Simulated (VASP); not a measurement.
# WS2 (C2/m) in VASP: single point with PBE+D3(BJ)

Aim: the single point of WS2 with PBE+D3(BJ).

All numbers are computed with VASP 6.6.1; they aren't measurements. Logs are shortened: lines on timing, memory, paths and dates and some standing lists are left out, and cuts for length are marked.

**1. The cell of the first run**

Symmetry: C2/m, No. 12, monoclinic system. The conventional cell has a = 5.463 Å, b = 3.154 Å, c = 12.140 Å, α = 90.00°, β = 90.86°, γ = 90.00°. W (site symmetry m) has 6 S at 2.39 to 2.43 Å and 6 W at 3.15 Å within 3.2 Å. S (site symmetry m) has 3 W at 2.40 to 2.43 Å and 7 S at 3.15 Å within 3.2 Å. Within 3.2 Å of S (site symmetry m) lie 3 W at 2.39 to 2.42 Å and 7 S at 3.15 Å.

**2. Single point, PBE+D3(BJ) (strain +0.0150 x Voigt [0, 0, 0, 1, 0, 0])**

Input file INCAR:

```
SYSTEM = WS2
PREC = Accurate ; ENCUT = 520
EDIFF = 1E-6 ; ISMEAR = 0
SIGMA = 0.05 ; LREAL = .False.
LASPH = .True. ; NELM = 80
ALGO = Normal ; ISIF = 2
LWAVE = .False. ; LCHARG = .False.
GGA = PE ; IVDW = 12
NBANDS = 35
```

Input file KPOINTS:

```
Automatic mesh
0
Gamma
  12 12 4
  0 0 0
```

Input file POSCAR:

```
WS2
1.0
    3.1542063626      0.0000000000      0.0000000000
   -1.5771031813      2.7316228388      0.0204871713
    0.0000000000      0.0910492855     12.1399047294
W S
2 4
Direct
    0.3333333333      0.6666666667      0.2500000000
    0.6666666667      0.3333333333      0.7500000000
    0.3333333333      0.6666666667      0.6202873801
    0.6666666667      0.3333333333      0.1202873801
    0.3333333333      0.6666666667      0.8797126199
    0.6666666667      0.3333333333      0.3797126199
```

Potentials or basis: VASP PAW PBE potentials, release 64 (W_sv, S).

Started as:

```bash
$ cat potpaw_PBE.64/W_sv/POTCAR potpaw_PBE.64/S/POTCAR > POTCAR
$ mpirun -np 1 vasp_std > vasp.out
```

OUTCAR:

```text
SYSTEM = WS2
   PREC = Accurate
   ENCUT = 520
   EDIFF = 1E-6
   ISMEAR = 0
   LREAL = .False.
   LASPH = .True.
   NELM = 80
   ISIF = 2
   GGA = PE
   IVDW = 12
 IVDW          = 12

 ion  position               nearest neighbor table
   1  0.333  0.667  0.250-   4 2.39   6 2.40   6 2.40   4 2.42   4 2.42   6 2.43
   2  0.667  0.333  0.750-   5 2.39   3 2.40   3 2.40   5 2.42   5 2.42   3 2.43
   3  0.333  0.667  0.620-   2 2.40   2 2.40   2 2.43
   4  0.667  0.333  0.120-   1 2.39   1 2.42   1 2.42
   5  0.333  0.667  0.880-   2 2.39   2 2.42   2 2.42
   6  0.667  0.333  0.380-   1 2.40   1 2.40   1 2.43

  LATTYP: Found a base centered monoclinic cell.
 ALAT       =     5.4633993292
 B/A-ratio  =     0.5773340319
 C/A-ratio  =     2.2221048523
 COS(beta)  =    -0.0149991563

  Lattice vectors:

 A1 = (  -1.5771031813,  -2.7316228388,  -0.0204871713)
 A2 = (   1.5771031813,  -2.7316228388,  -0.0204871713)
 A3 = (   0.0000000000,   0.0910492855,  12.1399047294)

Analysis of symmetry for initial positions (statically):
=====================================================================
 Subroutine PRICEL returns:
 Original cell was already a primitive cell.

 Routine SETGRP: Setting up the symmetry group for a
 base centered monoclinic supercell.

 Subroutine GETGRP returns: Found  4 space group operations
 (whereof  4 operations were pure point group operations)
 out of a pool of  4 trial point group operations.

The static configuration has the point symmetry C_2h.

Analysis of symmetry for dynamics (positions and initial velocities):
=====================================================================
 Subroutine PRICEL returns:
 Original cell was already a primitive cell.

 Routine SETGRP: Setting up the symmetry group for a
 base centered monoclinic supercell.

 Subroutine GETGRP returns: Found  4 space group operations
 (whereof  4 operations were pure point group operations)
 out of a pool of  4 trial point group operations.

The dynamic configuration has the point symmetry C_2h.

 Subroutine INISYM returns: Found  4 space group operations
 (whereof  4 operations are pure point group operations),
 and found     1 'primitive' translations

----------------------------------------------------------------------------------------

                                     Primitive cell

  volume of cell :     104.5928

  direct lattice vectors                    reciprocal lattice vectors
     3.154206363  0.000000000  0.000000000     0.317036961  0.183051672 -0.001372888
    -1.577103181  2.731622839  0.020487171     0.000000000  0.366103343 -0.002745775
     0.000000000  0.091049285 12.139904729     0.000000000 -0.000617832  0.082377603

  length of vectors
     3.154206363  3.154272896 12.140246159     0.366090472  0.366113640  0.082379920

  position of ions in fractional coordinates (direct lattice)
     0.333333333  0.666666667  0.250000000
     0.666666667  0.333333333  0.750000000
     0.333333333  0.666666667  0.620287380
     0.666666667  0.333333333  0.120287380
     0.333333333  0.666666667  0.879712620
     0.666666667  0.333333333  0.379712620

  ion indices of the primitive-cell ions
   primitive index   ion index
                 1           1
                 2           2
                 3           3
                 4           4
                 5           5
                 6           6

----------------------------------------------------------------------------------------

 KPOINTS: Automatic mesh

Automatic generation of k-mesh.
 Grid dimensions read from file:
 generate k-points for:   12   12    4

 Generating k-lattice:

  Cartesian coordinates                     Fractional coordinates (reciprocal lattice)
     0.026419747  0.015254306 -0.000114407     0.083333333 -0.000000000  0.000000000
     0.000000000  0.030508612 -0.000228815     0.000000000  0.083333333  0.000000000
     0.000000000 -0.000154458  0.020594401     0.000000000  0.000000000  0.250000000

  Length of vectors
     0.030507539  0.030509470  0.020594980

  Shift w.r.t. Gamma in fractional coordinates (k-lattice)
     0.000000000  0.000000000  0.000000000

 Subroutine IBZKPT returns following result:
 ===========================================

 Found    164 irreducible k-points:

 Following reciprocal coordinates:
            Coordinates               Weight
  0.000000  0.000000  0.000000      1.000000
  0.083333  0.000000 -0.000000      4.000000
  0.166667  0.000000 -0.000000      4.000000
  0.250000  0.000000  0.000000      4.000000
  0.333333  0.000000  0.000000      4.000000
  0.416667  0.000000 -0.000000      4.000000
[... 16 lines left out ...]
  0.333333  0.166667 -0.000000      4.000000
  0.416667  0.166667 -0.000000      4.000000
 [... further k-points ...]
   k-points           NKPTS =    164   k-points in BZ     NKDIM =    164   number of bands    NBANDS=     35
   number of dos      NEDOS =    301   number of ions     NIONS =      6
   total plane-waves  NPLWV =  51840
   dimension x,y,z NGX =    24 NGY =   24 NGZ =   90
   dimension x,y,z NGXF=    48 NGYF=   48 NGZF=  180
   ions per type =               2   4
   NGX,Y,Z   is equivalent  to a cutoff of  12.65, 12.65, 12.32 a.u.
   NGXF,Y,Z  is equivalent  to a cutoff of  25.30, 25.30, 24.65 a.u.
 SYSTEM =  WS2
   PREC   = accura    normal or accurate (medium, high low for compatibility)
   ISTART =      0    job   : 0-new  1-cont  2-samecut
   ICHARG =      2    charge: 1-file 2-atom 10-const
   ISPIN  =      1    spin polarized calculation?
   LNONCOLLINEAR =      F non collinear calculations
   LSORBIT =      F    spin-orbit coupling
   LASPH  =      T    aspherical Exc in radial PAW
   ENCUT  =  520.0 eV  38.22 Ry    6.18 a.u.   5.86  5.86 22.57*2*pi/ulx,y,z
   NELM   =     80;   NELMIN=  2; NELMDL= -5     # of ELM steps
   EDIFF  = 0.1E-05   stopping-criterion for ELM
   LREAL  =      F    real-space projection
   EDIFFG = 0.1E-04   stopping-criterion for IOM
   NSW    =      0    number of steps for IOM
   IBRION =     -1    ionic relax: 0-MD 1-quasi-New 2-CG
   NFREE  =      0    steps in history (QN), initial steepest desc. (CG)
   ISIF   =      2    stress and relaxation
   ISYM   =      2    0-nonsym 1-usesym 2-fastsym
   POTIM  = 0.5000    time-step for ionic-motion
   TEBEG  =    0.0;   TEEND  =   0.0 temperature during run
   PSTRESS=    0.0 pullay stress
   NELECT =      52.0000    total number of electrons
   NUPDOWN=      -1.0000    fix difference up-down
   EMIN   =  10.00;   EMAX   =-10.00  energy-range for DOS
   EFERMI =   0.00;   METHOD = LEGACY
   ISMEAR =     0;   SIGMA  =   0.05  broadening in eV -4-tet -1-fermi 0-gaus
   EFERMI_NEDOS =   21; number of points for ismear=-14 and -15
   IALGO  =     38    algorithm
   IMIX   =      4    mixing-type and parameters
     AMIX     =   0.40;   BMIX     =  1.00
     AMIX_MAG =   1.60;   BMIX_MAG =  1.00
  volume/ion in A,a.u.               =      17.43       117.64
  Fermi-wavevector in a.u.,A,eV,Ry     =   1.296907  2.450798 22.884548  1.681967
  Thomas-Fermi vector in A             =   2.428333
   LORBIT       =      0    0 simple, 1 ext, 2 COOP (PROOUT), +10 PAW based schemes
   GGA     = PE    functional components
   LHFCALC =     F    Hartree Fock is set to
   AEXX    =    0.0000 exact exchange contribution
   IVDW    =    12    specifies the selected vdW correction
   LEPSILON=     F    determine dielectric tensor
   LRPA    =     F    only Hartree local field effects (RPA)
 non-spin polarized calculation
 Gauss-broadening in eV      SIGMA  =   0.05
  energy-cutoff  :      520.00
  volume of cell :      104.59
 maximum number of plane-waves:      2840
   NGX = 11   NGY = 11   NGZ = 45

 number of electron      51.9999997 magnetization

 Free energy of the ion-electron system (eV)
  ---------------------------------------------------
  ext. energy  EPLUGINS =         0.00000000
  ---------------------------------------------------
  free energy    TOTEN  =       -47.17723298 eV

  energy without entropy =      -47.17723298  energy(sigma->0) =      -47.17723298

 E-fermi :   7.9358     XC(G=0): -11.0788

 val. band max:        7.7339069379   @ k =   0.0000   0.0000   0.0000
 cond. band min:       8.6383540944   @ k =   0.1667   0.1667  -0.0000
 fundamental gap:      0.9044471565
 Fermi energy:         7.9357904730

 k-point     1 :       0.0000    0.0000    0.0000
  band No.  band energies     occupation
      1     -66.9178      2.00000
      2     -66.9178      2.00000
      3     -31.1755      2.00000
      4     -31.1754      2.00000
      5     -30.9977      2.00000
      6     -30.9977      2.00000
[... 27 lines left out ...]
     34      10.2534      0.00000
     35      12.4947      0.00000

 k-point     2 :       0.0833    0.0000   -0.0000
  band No.  band energies     occupation
      1     -66.9166      2.00000
      2     -66.9165      2.00000
      3     -31.1710      2.00000
      4     -31.1709      2.00000
      5     -31.0226      2.00000
      6     -31.0226      2.00000
[... 27 lines left out ...]
     34      10.2555      0.00000
     35      13.0376      0.00000

 k-point     3 :       0.1667    0.0000   -0.0000
  band No.  band energies     occupation
      1     -66.9131      2.00000
      2     -66.9130      2.00000
      3     -31.1586      2.00000
      4     -31.1586      2.00000
      5     -31.0904      2.00000
      6     -31.0904      2.00000
[... 27 lines left out ...]
     34      10.7895      0.00000
     35      14.1257      0.00000
[... 723 lines left out ...]
 k-point    23 :       0.3333    0.1667   -0.0000
  band No.  band energies     occupation
      1     -66.8988      2.00000
      2     -66.8988      2.00000
      3     -31.3154      2.00000
      4     -31.3154      2.00000
      5     -31.1307      2.00000
      6     -31.1306      2.00000
[... 27 lines left out ...]
     34      12.5145      0.00000
     35      13.0107      0.00000

 k-point    24 :       0.4167    0.1667   -0.0000
  band No.  band energies     occupation
      1     -66.8977      2.00000
      2     -66.8977      2.00000
      3     -31.3311      2.00000
      4     -31.3311      2.00000
      5     -31.1406      2.00000
      6     -31.1406      2.00000
[... 27 lines left out ...]
     34      12.4808      0.00000
     35      12.8378      0.00000

 [... further k-points ...]

------------------------ aborting loop because EDIFF is reached ----------------------------------------

 Edisp (eV)   -2.61096

 E8    (eV) :    -1.0972

  FORCE on cell =-STRESS in cart. coord.  units (eV):
  Direction    XX          YY          ZZ          XY          YZ          ZX
  --------------------------------------------------------------------------------------
  -------------------------------------------------------------------------------------
  Total      -0.01223     0.00845     0.01593     0.00000    -1.56919     0.00000
  in kB      -0.18741     0.12941     0.24406     0.00000   -24.03727     0.00000
  external pressure =        0.06 kB  Pullay stress =        0.00 kB

 VOLUME and BASIS-vectors are now :
 -----------------------------------------------------------------------------
  energy-cutoff  :      520.00
  volume of cell :      104.59
      direct lattice vectors                 reciprocal lattice vectors
     3.154206363  0.000000000  0.000000000     0.317036961  0.183051672 -0.001372888
    -1.577103181  2.731622839  0.020487171     0.000000000  0.366103343 -0.002745775
     0.000000000  0.091049285 12.139904729     0.000000000 -0.000617832  0.082377603

 POSITION                                       TOTAL-FORCE (eV/Angst)
 -----------------------------------------------------------------------------------
     -0.00000      1.84384      3.04863        -0.000000     -0.008904      0.000149
      1.57710      0.97883      9.11176         0.000000      0.008904     -0.000149
     -0.00000      1.87756      7.54389         0.000000      0.223335     -0.008546
      1.57710      0.92149      1.46711        -0.000000      0.233156     -0.008739
     -0.00000      1.90118     10.69329         0.000000     -0.233156      0.008739
      1.57710      0.94511      4.61650         0.000000     -0.223335      0.008546
 -----------------------------------------------------------------------------------
    total drift:                                0.000000     -0.000000     -0.000000

  FREE ENERGIE OF THE ION-ELECTRON SYSTEM (eV)
  ---------------------------------------------------
  free  energy   TOTEN  =       -49.7881880705 eV

  energy  without entropy=      -49.7881880705  energy(sigma->0) =      -49.78818807
```

Run time: 6.8 min. Hardware: 1 thread of Intel Xeon Platinum 8259CL at 2.50GHz (Skylake/Cascade Lake), shared host; peak memory 0.56 GiB.

Results:

```
Free energy                : -49.7882 eV
Pressure                   : 0.0 GPa
Largest force              : 0.233 eV/Å
Band gap on the k mesh     : 0.90 eV (least direct gap 1.83 eV)
Dispersion energy per atom : -0.435 eV
```

Forces on the atoms (eV/Å):
```
W    0.000 -0.009  0.000
W    0.000  0.009  0.000
S    0.000  0.223 -0.009
S    0.000  0.233 -0.009
S    0.000 -0.233  0.009
S    0.000 -0.223  0.009
```

Stress tensor (GPa, compression positive):
```
-0.02  0.00  0.00
 0.00  0.01 -2.40
 0.00 -2.40  0.02
```

Caveat: the cell differs from its parent crystal (strain +0.0150 x Voigt [0, 0, 0, 1, 0, 0]); spin-orbit coupling is left out, which moves the levels of the heavy elements.
